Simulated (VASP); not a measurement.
Write the native input for VASP 6.6.1 that does the following.

- Task: relaxation of cell and atoms
- Functional: PBE
- Potentials or basis: VASP PAW PBE potentials, release 64 (K_sv, Rh_pv)
- Cutoff: 600 eV
- k mesh: 6 × 6 × 4
- Occupations: gaussian, width 0.1 eV
- Spin: no spin polarisation
- Dipole correction: no
- Further INCAR settings: ALGO = Normal; EDIFF = 1e-06; IBRION = 2; EDIFFG = -0.04; NSW = 90; ISIF = 3

The structure of KRh lies in POSCAR:

```
KRh
1.0
    3.6253404600      0.0000000000      0.0000000000
    0.5837340900      3.6266344300      0.0000000000
    0.4939149000      0.5323006700      4.4704587700
K Rh
1 1
Direct
    0.5000000000      0.5000000000      0.0000000000
    0.0000000000      0.5000000000      0.5000000000
```

The cell was generated, and may not be a known phase.

One way to write it, as run:

INCAR

```
ALGO     = Normal         # electronic algorithm
EDIFF    = 1E-6           # SCF threshold, eV
EDIFFG   = -0.04          # ionic threshold
ENCUT    = 600            # plane-wave cutoff, eV
GGA      = PE             # functional
IBRION   = 2              # ionic algorithm
ISIF     = 3              # what is computed and relaxed
ISMEAR   = 0              # smearing method
LASPH    = T              # aspherical terms in the spheres
LCHARG   = F              # write CHGCAR
LREAL    = F              # projectors in reciprocal space
LWAVE    = F              # write WAVECAR
NELM     = 80             # most SCF steps
NSW      = 90             # ionic steps
PREC     = Accurate       # precision mode
SIGMA    = 0.1            # smearing width, eV
```

KPOINTS

```
k-points
0
Gamma
  6 6 4
```

Potentials or basis: VASP PAW PBE potentials, release 64 (K_sv, Rh_pv).

Command:

```console
$ cat potpaw_PBE.64/K_sv/POTCAR potpaw_PBE.64/Rh_pv/POTCAR > POTCAR
$ mpirun -np 1 vasp_std > vasp.out
```

It gave:

| Item | Value |
| --- | --- |
| Relaxed volume | 21.53 Å³/atom |
| Relaxed cell | a = 3.041 Å, b = 2.723 Å, c = 5.960 Å, α = 63.25°, β = 84.87°, γ = 77.81° |
| Space group after relaxing (to 0.1 Å) | P2/m (No. 10) |
| Energy gained by relaxing | 667.4 meV/atom |
| Ionic steps | 19 |
| Pressure after relaxing | 0.0 GPa |
| Band gap on the k mesh | zero (bands 12 and 13 overlap by 1.72 eV) |

Caveat: the volume moved by over 15 % at a fixed basis, so the end points are rough.

Wall time 20 min on 1 thread of Oxide Virtual Turin-like Processor (shared host), peak memory 0.22 GiB.
